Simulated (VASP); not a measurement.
Here is a VASP 6.6.1 calculation.

Contents of INCAR:

```
SYSTEM = Hg
PREC = Accurate ; ENCUT = 520
EDIFF = 1E-7 ; ISMEAR = 0
SIGMA = 0.15 ; LREAL = .FALSE.
LASPH = .TRUE. ; NELM = 80
ALGO = Fast ; ISIF = 2
LWAVE = .FALSE. ; LCHARG = .FALSE.
GGA = PE ; IVDW = 12
NBANDS = 19
```

KPOINTS

```
Automatic mesh
0
G
  18 18 10
  0 0 0
```

POSCAR

```
Hg
1.0
    3.4883415821      0.0000000000      0.0000000000
   -1.7441707910      3.0209924272      0.0000000000
    0.0000000000      0.0000000000      5.0769323385
Hg
2
Direct
    0.6666666667      0.3333333333      0.7500000000
    0.3333333333      0.6666666667      0.2500000000
```

Potentials or basis: VASP PAW PBE potentials, release 64 (Hg).

Command:

```bash
$ cat potpaw_PBE.64/Hg/POTCAR > POTCAR
$ mpirun -np 1 vasp_std > vasp.out
```

**Question.** What does it give for the dispersion energy per atom?

**Answer.** -0.392 eV.

**Question.** Estimate the pressure.

**Answer.** -0.4 GPa.

**Question.** Estimate the band gap on the k mesh.

**Answer.** Zero (bands 12 and 13 overlap by 0.60 eV).

Stress tensor (GPa, compression positive):
```
-0.63  0.00  0.00
 0.00 -0.63  0.00
 0.00  0.00  0.02
```

Caveat: spin-orbit coupling is left out, which moves the levels of the heavy elements.
